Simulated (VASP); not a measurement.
Here is a VASP 6.6.1 calculation.

Contents of INCAR:

```
SYSTEM = WC
  ALGO = Normal
  EDIFF = 1E-7
  EDIFFG = -0.05
  ENCUT = 600
  GGA = CA
  IBRION = 2
  ISIF = 3
  ISMEAR = -1
  LASPH = .True.
  LCHARG = .False.
  LREAL = .False.
  LWAVE = .False.
  NELM = 80
  NSW = 80
  PREC = Accurate
  PSTRESS = 200.0
  SIGMA = 0.2
```

Contents of KPOINTS:

```
k-points
0
Gamma
  11 11 10
  0 0 0
```

Contents of POSCAR:

```
WC
1.0
    2.9065000000      0.0000000000      0.0000000000
   -1.4532500000      2.5171028361      0.0000000000
    0.0000000000      0.0000000000      2.8366000000
W C
1 1
Direct
    0.0000000000      0.0000000000      0.0000000000
    0.6666666667      0.3333333333      0.5000000000
```

Potentials or basis: VASP PAW LDA potentials, release 64 (W_sv, C).

Command:

```console
$ cat potpaw_LDA.64/W_sv/POTCAR potpaw_LDA.64/C/POTCAR > POTCAR
$ mpirun -np 1 vasp_std > vasp.out
```

(1) Estimate the relaxed cell.

(2) What does it give for the band gap on the k mesh?

(3) Estimate the space group after relaxing (to 0.05 Å).

(4) Predict the relaxed volume.

Answers

(1) a = 2.846 Å, b = 2.846 Å, c = 2.783 Å, α = 90.00°, β = 90.00°, γ = 120.00°.

(2) zero (band 9 reaches 12.55 eV, above the bottom of band 10 at 11.20 eV).

(3) P-6m2 (No. 187).

(4) 9.76 Å³/atom.

Caveat: the cell is relaxed towards a set pressure, so the enthalpy falls and the energy may rise; spin-orbit coupling is left out, which moves the levels of the heavy elements.
